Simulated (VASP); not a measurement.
Si:

```
Si
1.0
     0.00000    2.71547    2.71547
     2.71547    0.00000    2.71547
     2.71547    2.71547    0.00000
Si
2
Direct
  0.50000 0.50000 0.50000
  0.75000 0.75000 0.75000
```

Base run:

```yaml
Program: VASP 6.6.1
Functional: PBE
Potentials_or_basis: VASP PAW PBE potentials, release 64 (Si)
Cutoff: 520 eV
k_mesh: 11 × 11 × 11
Occupations: fermi-dirac, width 0.08 eV
Spin: no spin polarisation
```

Its results: band gap on the k mesh 0.60 eV, indirect (least direct gap 2.57 eV); pressure 1.9 GPa.

**Question.** The run is repeated on the same cell with these changes: functional from PBE to r2SCAN. What comes out?

**Answer.** Band gap on the k mesh 0.80 eV, indirect (least direct gap 2.76 eV); pressure 0.5 GPa.

r2SCAN gives the wider gap, since meta-GGAs in the generalised Kohn-Sham scheme recover part of the derivative discontinuity.

Caveats: the PAW data sets were made with another functional, which shifts forces and pressure a little (some runs).

A k mesh can miss the band edges.
